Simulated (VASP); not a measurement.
A run of VASP 6.6.1 is set up as follows.

Contents of INCAR:

```
SYSTEM = GaP
PREC = Accurate ; ENCUT = 520
EDIFF = 1E-7 ; ISMEAR = 0
SIGMA = 0.05 ; LREAL = .False.
LASPH = .True. ; NELM = 100
ALGO = Normal ; ISIF = 2
LWAVE = .False. ; LCHARG = .False.
GGA = CA ; NBANDS = 16
```

KPOINTS

```
Automatic mesh
0
Gamma
  10 10 10
  0 0 0
```

The input POSCAR:

```
GaP
1.0
    0.0000000000      2.4757240818      2.4757240818
    2.4757240818      0.0000000000      2.4757240818
    2.4757240818      2.4757240818      0.0000000000
Ga P
1 1
Direct
    0.0000000000      0.0000000000      0.0000000000
    0.7500000000      0.7500000000      0.7500000000
```

Potentials or basis: VASP PAW LDA potentials, release 64 (Ga_d, P).

Run with:

```sh
$ cat potpaw_LDA.64/Ga_d/POTCAR potpaw_LDA.64/P/POTCAR > POTCAR
$ mpirun -np 1 vasp_std > vasp.out
```

Question: Estimate the band gap on the k mesh.

Answer: 0.77 eV, indirect (least direct gap 3.56 eV).

Question: Predict the pressure.

Answer: 40.2 GPa.

A k mesh can miss the band edges.
